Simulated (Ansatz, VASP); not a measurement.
Two plane-wave programs on Si4W

```
Si W
1.0
    -1.66506    1.66506    6.35679
     1.66506   -1.66506    6.35679
     1.66506    1.66506   -6.35679
Si W
4 1
Cartesian
  0.0000 0.0000 2.6698
  0.0000 0.0000 10.0438
  0.0000 0.0000 5.1074
  0.0000 0.0000 7.6062
  0.0000 0.0000 0.0000
```

Alike in both runs: task relaxation of cell and atoms; functional PBE; k mesh 14 × 14 × 14; occupations gaussian, width 0.1 eV; no spin polarisation.

```csv
,VASP,Ansatz
version,VASP 6.6.1,Ansatz 0.2.0
potentials or method,"VASP PAW PBE potentials, release 64 (Si, W_sv), cutoff 600 eV","scalar-relativistic, plane waves, PAW"
valence electrons in the cell,30,30
```

Ansatz gave:

* gap on the k mesh at the Fermi level, each at its own relaxed structure (eV): none
* relaxed volume (Å³/atom): 14.08
* relaxed cell length with the largest relative difference (Å): 6.775

**Question.** Which values does VASP return?

**Answer.** gap on the k mesh at the Fermi level, each at its own relaxed structure (eV): none; relaxed volume (Å³/atom): 14.09; relaxed cell length with the largest relative difference (Å): 6.773.

A gap of «none» marks a metal or a gap that the smearing closes.

Spin-orbit coupling is off throughout.
